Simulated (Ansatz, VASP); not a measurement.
## One calculation of C, two programs

```
C
1.0
     0.00000    1.86915    1.82465
     1.86915    0.00000    1.82465
     1.86915    1.86915    0.00000
C
2
Direct
  0.50000 0.50000 0.50000
  0.75000 0.75000 0.75000
```

Change from the starting cell: strain +0.050 along x and y, +0.025 along z, atoms carried along.

Alike in both runs: task single point; functional r2SCAN; k mesh 12 × 12 × 12; occupations gaussian, width 0.05 eV; no spin polarisation.

|  | VASP | Ansatz |
| --- | --- | --- |
| version | VASP 6.6.1 | Ansatz 0.2.0 |
| potentials or method | VASP PAW PBE potentials, release 64 (C), cutoff 520 eV | scalar-relativistic, plane waves, PAW |
| valence electrons in the cell | 8 | 8 |

```csv
,VASP,Ansatz,Ansatz less VASP
gap on the k mesh at the Fermi level (eV),3.49,3.51,+0.024
least direct gap on the mesh (eV),5.09,5.12,+0.035
pressure (GPa),-43.2,-43.9,-0.71
"traceless stress, the component that is largest in VASP (GPa)",13.46,13.48,+0.018
```

VASP's potentials were made for PBE, not for r2SCAN. Both programs put the cell under strong tension, so it lies far from rest at this level. With one functional, cell and mesh, what is left measures potentials, basis and numerics.

Noted on VASP's run: the cell as given lies far from equilibrium.
